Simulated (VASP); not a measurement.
Write the native input for VASP 6.6.1 that does the following.

```
Task                   : relaxation of cell and atoms
Functional             : LDA
Potentials or basis    : VASP PAW LDA potentials, release 64 (Os)
Cutoff                 : 600 eV
k mesh                 : 8 × 8 × 8
Occupations            : methfessel-paxton, width 0.05 eV
Spin                   : no spin polarisation
Dipole correction      : no
Further INCAR settings : ALGO = Normal; EDIFF = 1e-06; IBRION = 2; EDIFFG = -0.01; NSW = 60; ISIF = 3
```

The structure of Os lies in POSCAR:

```
Os
1.0
    0.0000000000      1.9010192649      1.9010192649
    1.9010192649      0.0000000000      1.9010192649
    1.9010192649      1.9010192649      0.0000000000
Os
1
Direct
    0.0000000000      0.0000000000      0.0000000000
```

These files were run (other wordings do the same):

INCAR

```
SYSTEM = Os
PREC = Accurate
ENCUT = 600
EDIFF = 1E-6
ISMEAR = 1
SIGMA = 0.05
LREAL = .FALSE.
LASPH = .TRUE.
NELM = 60
ALGO = Normal
ISIF = 3
LWAVE = .FALSE.
LCHARG = .FALSE.
GGA = CA
IBRION = 2
NSW = 60
EDIFFG = -0.01
```

KPOINTS

```
regular mesh
0
G
  8 8 8
  0 0 0
```

Potentials or basis: VASP PAW LDA potentials, release 64 (Os).

The run is started by

```bash
$ cat potpaw_LDA.64/Os/POTCAR > POTCAR
$ mpirun -np 1 vasp_std > vasp.out
```

Results of the run:

| Property | Result |
| --- | --- |
| Relaxed volume | 13.77 Å³/atom |
| Relaxed cell | a = 2.691 Å, b = 2.691 Å, c = 2.691 Å, α = 60.00°, β = 60.00°, γ = 60.00° |
| Space group after relaxing (to 0.05 Å) | Fm-3m (No. 225) |
| Energy gained by relaxing | 0.1 meV/atom |
| Ionic steps | 3 |
| Pressure after relaxing | 0.0 GPa |
| Band gap on the k mesh | zero (band 4 reaches 12.03 eV, above the bottom of band 5 at 8.55 eV) |

Caveat: spin-orbit coupling is left out, which moves the levels of the heavy elements.

It took 3.6 s on 1 thread of Intel(R) Xeon(R) 6975P-C (Granite Rapids), with other jobs on the host, peak memory 0.13 GiB.
